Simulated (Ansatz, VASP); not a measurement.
**Two plane-wave programs on Ni**

```
Ni
1.0
     2.15136   -1.24183   -0.03885
     2.15136    1.24183   -0.03885
    -1.30222    0.00000    8.17535
Ni
4
Direct
  0.20796 0.20796 0.12455
  0.79204 0.79204 0.87545
  0.37567 0.37567 0.62540
  0.62433 0.62433 0.37460
```

Alike in both runs: functional PBE; k mesh 6 × 6 × 4; occupations gaussian, width 0.1 eV; collinear spin.

Ansatz relaxed the structure, and its values are those at the end. VASP's run is a single point on that final structure, the one shown.

|  | VASP | Ansatz |
| --- | --- | --- |
| version | VASP 6.6.1 | Ansatz 0.2.0 |
| potentials or method | VASP PAW PBE potentials, release 64 (Ni), cutoff 520 eV | scalar-relativistic, plane waves, PAW |
| valence electrons in the cell | 40 | 72 |

VASP gave:

- gap on the k mesh at the Fermi level (eV): none
- pressure (GPa): -0.1
- net moment per atom (μB): 0.62
- size of the moment on the site where the two differ most (μB): 0.64

Q: What did Ansatz give for the same quantities?

A: gap on the k mesh at the Fermi level (eV): none; pressure (GPa): 0.0; net moment per atom (μB): 0.62; size of the moment on the site where the two differ most (μB): 0.67.

Site moments also hang on the region over which each program counts them. A gap of «none» marks a metal or a gap that the smearing closes. VASP's potentials hold 40 valence electrons a cell and Ansatz's 72, so a difference there can come from the potentials and not from the codes.

The k mesh is coarse, so the values compare programs but aren't converged.
